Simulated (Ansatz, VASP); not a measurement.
**Si2Ni: VASP beside Ansatz**

File INCAR:

```
ALGO = Normal
EDIFF = 1E-6
ENCUT = 520
GGA = PE
ISIF = 2
ISMEAR = 0
ISPIN = 2
LASPH = True
LCHARG = False
LMAXMIX = 4
LORBIT = 11
LREAL = False
LWAVE = False
MAGMOM = 1 0 0
NBANDS = 20
NELM = 150
PREC = Accurate
SIGMA = 0.011
```

The input KPOINTS:

```
k-points
0
Gamma
  9 9 9
```

File POSCAR:

```
Si2Ni
1.0
    0.0000000000      2.7030000000      2.7030000000
    2.7030000000      0.0000000000      2.7030000000
    2.7030000000      2.7030000000      0.0000000000
Ni Si
1 2
Direct
    0.0000000000      0.0000000000      0.0000000000
    0.7500000000      0.7500000000      0.7500000000
    0.2500000000      0.2500000000      0.2500000000
```

The input input.yaml:

```yaml
crystal:
  lattice:
    - [0.0, 2.703, 2.703]
    - [2.703, 0.0, 2.703]
    - [2.703, 2.703, 0.0]
  atoms:
    - { symbol: Ni, position: [0.0, 0.0, 0.0], spin: 1.0 }
    - { symbol: Si, position: [0.75, 0.75, 0.75] }
    - { symbol: Si, position: [0.25, 0.25, 0.25] }
hamiltonian:
  xc: pbe
  pseudopotentials: { kind: paw }
magnetization:
  spin_polarized: true
kpoints:
  mp_grid: { grid: [9, 9, 9] }
scf:
  occupations: { method: gaussian, width: 0.011 }
output:
  forces: true
  stress: true
  eigenvalues: true
  write_density: true
  write_potential: true
  elf: true
  volumetric_format: npy
```

Alike in both runs: task single point; functional PBE; k mesh 9 × 9 × 9; occupations gaussian, width 0.011 eV; collinear spin.

|  | VASP | Ansatz |
| --- | --- | --- |
| version | VASP 6.6.1 | Ansatz 0.2.0 |
| potentials or method | VASP PAW PBE potentials, release 64 (Ni, Si) | Ansatz PAW |
| plane-wave cutoff (eV) | 520 | 420 |
| valence electrons in the cell | 18 | 26 |

```csv
,VASP,Ansatz,Ansatz less VASP
gap on the k mesh at the Fermi level (eV),none,none,-
pressure (GPa),3.8,4.0,+0.14
net moment per atom (μB),0.00,0.00,0.000
```

A gap of «none» marks a metal or a gap that the smearing closes. VASP's potentials hold 18 valence electrons a cell and Ansatz's 26, so a difference there can come from the potentials and not from the codes.
